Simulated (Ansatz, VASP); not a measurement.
## MgS: VASP beside Ansatz

```
S Mg
1.0
     0.00000    2.61888    2.61888
     2.61888    0.00000    2.61888
     2.61888    2.61888    0.00000
S Mg
1 1
Cartesian
  2.6189 2.6189 2.6189
  0.0000 0.0000 0.0000
```

Change from the starting cell: volume scaled by 1.02.

Alike in both runs: task single point; functional LDA; k mesh 9 × 9 × 9; occupations fermi-dirac, width 0.05 eV; no spin polarisation.

```csv
,VASP,Ansatz
version,VASP 6.6.1,Ansatz 0.2.0
potentials or method,"VASP PAW LDA potentials, release 64 (S, Mg), cutoff 520 eV","all-electron LAPW, scalar-relativistic"
```

Ansatz gave:

| Quantity | Value |
| --- | --- |
| gap on the k mesh at the Fermi level (eV) | 2.65 |
| least direct gap on the mesh (eV) | 3.33 |
| pressure (GPa) | -4.6 |

Q: Estimate VASP's values.

A: gap on the k mesh at the Fermi level (eV): 2.65; least direct gap on the mesh (eV): 3.34; pressure (GPa): -5.2.

LDA's correlation is that of Perdew and Zunger in VASP and of Perdew and Wang (1992) in Ansatz. Ansatz ran all-electron here, and VASP with PAW potentials.
